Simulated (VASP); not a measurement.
Input of a VASP 6.6.1 run:

INCAR

```
SYSTEM = Na
PREC = Accurate ; ENCUT = 520
EDIFF = 1E-6 ; ISMEAR = -1
SIGMA = 0.05 ; LREAL = .False.
LASPH = .True. ; NELM = 60
ALGO = Normal ; ISIF = 2
LWAVE = .False. ; LCHARG = .False.
GGA = CA ; NBANDS = 14
```

KPOINTS

```
regular mesh
0
Gamma
  11 11 6
  0 0 0
```

File POSCAR:

```
Na
1.0
    3.7417183499      0.0000000000      0.0000000000
   -1.8708591750      3.2404231448      0.0000000000
    0.0000000000      0.0000000000      6.1126967421
Na
2
Direct
    0.3333333333      0.6666666667      0.2500000000
    0.6666666667      0.3333333333      0.7500000000
```

Potentials or basis: VASP PAW LDA potentials, release 64 (Na_pv).

Launch:

```console
$ cat potpaw_LDA.64/Na_pv/POTCAR > POTCAR
$ mpirun -np 1 vasp_std > vasp.out
```

(1) Estimate the pressure.

(2) Estimate the band gap on the k mesh.

Answers

(1) -0.7 GPa.

(2) zero (band 7 reaches 1.96 eV, above the bottom of band 8 at -2.09 eV).
